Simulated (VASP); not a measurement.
A run of VASP 6.6.1:

The input INCAR:

```
PREC = Accurate
ENCUT = 520
EDIFF = 1E-6
ISMEAR = 0
SIGMA = 0.15
LREAL = F
LASPH = T
NELM = 60
ALGO = Normal
ISIF = 2
LWAVE = F
LCHARG = F
GGA = PS
NBANDS = 13
```

File KPOINTS:

```
Automatic mesh
0
Gamma
  16 16 16
```

Contents of POSCAR:

```
Pb
1.0
    0.0000000000      2.4698000000      2.4698000000
    2.3586590000      0.0000000000      2.4698000000
    2.3586590000      2.4698000000      0.0000000000
Pb
1
Direct
    0.0000000000      0.0000000000      0.0000000000
```

Potentials or basis: VASP PAW PBE potentials, release 64 (Pb_d).

Launch:

```bash
$ cat potpaw_PBE.64/Pb_d/POTCAR > POTCAR
$ mpirun -np 1 vasp_std > vasp.out
```

Hardware: 1 thread of AMD EPYC 7R13, with other jobs on the host.

**Question.** Estimate the wall time of this run.

**Answer.** Run time: 2.3 min on 1 thread of AMD EPYC 7R13 (shared host), peak memory 0.22 GiB. Counts: scf iterations 10, k points 349.
